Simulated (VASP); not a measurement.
A run of VASP 6.6.1 is set up as follows.

File INCAR:

```
SYSTEM = Fe
PREC = Accurate ; ENCUT = 600
EDIFF = 1E-6 ; ISMEAR = -1
SIGMA = 0.0816 ; LREAL = .FALSE.
LASPH = .TRUE. ; NELM = 200
ALGO = Normal ; ISIF = 2
LWAVE = .FALSE. ; LCHARG = .FALSE.
ISPIN = 2 ; MAGMOM = 2.5 2.5
LORBIT = 11 ; LMAXMIX = 4
GGA = PE ; NBANDS = 19
GGA_COMPAT = .FALSE.
```

KPOINTS

```
regular mesh
0
G
  9 9 9
  0 0 0
```

POSCAR

```
Fe
1.0
    2.8326118886      0.0000000000      0.0000000000
    0.0000000000      2.8326118886      0.0000000000
    0.0000000000      0.0000000000      2.8326118886
Fe
2
Direct
    0.0000000000      0.0000000000      0.0000000000
    0.5000000000      0.5000000000      0.5000000000
```

Potentials or basis: VASP PAW PBE potentials, release 64 (Fe).

Run with:

```bash
$ cat potpaw_PBE.64/Fe/POTCAR > POTCAR
$ mpirun -np 1 vasp_std > vasp.out
```

Problem. What does it give for the site moments?

Solution. Fe +2.18 μB.

Problem. What does it give for the net moment?

Solution. 4.37 μB per cell.

Problem. Predict the pressure.

Solution. -0.2 GPa.
